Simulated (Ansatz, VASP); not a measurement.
BC5 in VASP and in Ansatz

Contents of INCAR:

```
SYSTEM = BC5
ALGO = Normal
EDIFF = 1E-6
ENCUT = 520
GGA = PE
ISIF = 2
ISMEAR = -1
LASPH = .True.
LCHARG = .True.
LELF = .True.
LREAL = .False.
LVHAR = .True.
LWAVE = .False.
NBANDS = 20
NELM = 60
PREC = Accurate
SIGMA = 0.05
```

The input KPOINTS:

```
k-points
0
Gamma
  15 15 15
  0 0 0
```

File POSCAR:

```
BC5
1.0
   -1.2826984209      1.2826984209      5.8167698180
    1.2826984209     -1.2826984209      5.8167698180
    1.2826984209      1.2826984209     -5.8167698180
C B
5 1
Direct
    0.0801160000      0.5801160000      0.5000000000
    0.4198840000      0.9198840000      0.5000000000
    0.5000000000      0.5000000000      0.0000000000
    0.1562810000      0.1562810000      0.0000000000
    0.8437190000      0.8437190000      0.0000000000
    0.7500000000      0.2500000000      0.5000000000
```

File input.yaml:

```yaml
crystal:
  lattice:
    - [-1.2826984209, 1.2826984209, 5.816769818]
    - [1.2826984209, -1.2826984209, 5.816769818]
    - [1.2826984209, 1.2826984209, -5.816769818]
  atoms:
    - { symbol: C, position: [0.080116, 0.580116, 0.5] }
    - { symbol: C, position: [0.419884, 0.919884, 0.5] }
    - { symbol: C, position: [0.5, 0.5, 0.0] }
    - { symbol: C, position: [0.156281, 0.156281, 0.0] }
    - { symbol: C, position: [0.843719, 0.843719, 0.0] }
    - { symbol: B, position: [0.75, 0.25, 0.5] }
hamiltonian:
  xc: pbe
  pseudopotentials: { kind: paw }
kpoints:
  mp_grid: { grid: [15, 15, 15] }
scf:
  occupations: { method: fermi_dirac, width: 0.05 }
output:
  forces: true
  stress: true
  eigenvalues: true
  write_density: true
  write_potential: true
  elf: true
  volumetric_format: npy
```

Alike in both runs: task single point; functional PBE; k mesh 15 × 15 × 15; occupations fermi-dirac, width 0.05 eV; no spin polarisation.

|  | VASP | Ansatz |
| --- | --- | --- |
| version | VASP 6.6.1 | Ansatz 0.2.0 |
| potentials or method | VASP PAW PBE potentials, release 64 (C, B) | Ansatz PAW |
| plane-wave cutoff (eV) | 520 | 420 |
| valence electrons in the cell | 23 | 23 |

```csv
,VASP,Ansatz,Ansatz less VASP
gap on the k mesh at the Fermi level (eV),none,none,-
pressure (GPa),-20.2,-20.5,-0.34
"traceless stress, the component that is largest in VASP (GPa)",-2.39,-2.38,+0.010
rms of the force components (eV/Å),0.048,0.054,+0.0066
```

Atom by atom the forces differ by 0.007 eV/Å (rms over components). A gap of «none» marks a metal or a gap that the smearing closes. The functional is the same, so the differences come from potentials, cutoffs and numerics.
